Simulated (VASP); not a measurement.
Write the native input for VASP 6.6.1 that does the following.

```yaml
Task: single point
Functional: PBE
Potentials_or_basis: VASP PAW PBE potentials, release 64 (Eu)
Cutoff: 520 eV
k_mesh: 14 × 14 × 14
Occupations: gaussian, width 0.05 eV
Spin: collinear spin, ferromagnetic start
Starting_moments: "[0.5] μB"
Dipole_correction: no
Further_INCAR_settings: ALGO = Normal; EDIFF = 1e-06; NBANDS = 18
```

The structure of Eu lies in POSCAR:

```
Eu
1.0
   -2.1936230597      2.1936230597      2.1936230597
    2.1936230597     -2.1936230597      2.1936230597
    2.1936230597      2.1936230597     -2.1936230597
Eu
1
Direct
    0.0000000000      0.0000000000      0.0000000000
```

The input as run:

INCAR

```
SYSTEM = Eu
ALGO = Normal
EDIFF = 1E-6
ENCUT = 520
GGA = PE
ISIF = 2
ISMEAR = 0
ISPIN = 2
LASPH = .True.
LCHARG = .False.
LMAXMIX = 6
LORBIT = 11
LREAL = .False.
LWAVE = .False.
MAGMOM = 0.5
NBANDS = 18
NELM = 150
PREC = Accurate
SIGMA = 0.05
```

KPOINTS

```
k-points
0
Gamma
  14 14 14
  0 0 0
```

Potentials or basis: VASP PAW PBE potentials, release 64 (Eu).

The run is started by

```console
$ cat potpaw_PBE.64/Eu/POTCAR > POTCAR
$ mpirun -np 1 vasp_std > vasp.out
```

Results of the run:

The pressure is -0.3 GPa and the net moment is 7.23 μB per cell. The site moments are Eu +6.66 μB and the valence electrons inside the program's atomic spheres are Eu 14.73.

Wall time 4.8 min on 1 thread of Oxide Virtual Turin-like Processor (shared host), peak memory 0.24 GiB.
